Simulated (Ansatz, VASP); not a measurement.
**Pb: VASP beside Ansatz**

The input INCAR:

```
PREC = Accurate ; ENCUT = 520
EDIFF = 1E-6 ; ISMEAR = -1
SIGMA = 0.1 ; LREAL = False
LASPH = True ; NELM = 80
ALGO = Normal ; ISIF = 2
LWAVE = False ; LCHARG = False
GGA = PS ; NBANDS = 21
```

The input KPOINTS:

```
regular mesh
0
Gamma
  12 12 8
```

Contents of POSCAR:

```
Pb
1.0
   -3.1430763256      3.0915141391      1.6939977390
    3.0915141391     -3.1430763256      1.6939977390
    3.2178261436      3.2178261436     -1.7884339781
Pb
2
Direct
    0.9976815058      0.0023184942      0.0000000000
    0.7523184942      0.2476815058      0.5000000000
```

Input for Ansatz:

```yaml
crystal:
  lattice:
    - [-3.1430763256, 3.0915141391, 1.693997739]
    - [3.0915141391, -3.1430763256, 1.693997739]
    - [3.2178261436, 3.2178261436, -1.7884339781]
  atoms:
    - { symbol: Pb, position: [0.9976815058, 0.0023184942, 0.0] }
    - { symbol: Pb, position: [0.7523184942, 0.2476815058, 0.5] }
hamiltonian:
  xc: pbesol
  pseudopotentials:
    kind: paw
    azcp:
      Pb: "pseudopotentials/Pb.paw.azcp"
basis:
  ecutwfc: 420
  fft_grid_basis: typed
kpoints:
  mp_grid: { grid: [12, 12, 8], shift: [0, 0, 0] }
magnetization:
  spin_polarized: false
scf:
  occupations: { method: fermi_dirac, width: 0.1 }
  lower_state_search: "off"
output:
  stress: true
  write_density: true
  write_potential: true
  elf: true
  volumetric_format: npy
```

Alike in both runs: task single point; functional PBEsol; k mesh 12 × 12 × 8; occupations fermi-dirac, width 0.1 eV; no spin polarisation.

|  | VASP | Ansatz |
| --- | --- | --- |
| version | VASP 6.6.1 | Ansatz 0.2.0 |
| potentials or method | VASP PAW PBE potentials, release 64 (Pb_d), cutoff 520 eV | plane waves (420 eV) with PAW, scalar-relativistic |
| valence electrons in the cell | 28 | 28 |

```tsv
	VASP	Ansatz	Ansatz less VASP
pressure (GPa)	-2.8	-2.8	+0.07
traceless stress, the component that is largest in VASP (GPa)	-0.10	-0.10	-0.002
```

VASP's potentials were made for PBE, not for PBEsol, and Ansatz warns of the same on its side.

Spin-orbit coupling is off throughout.
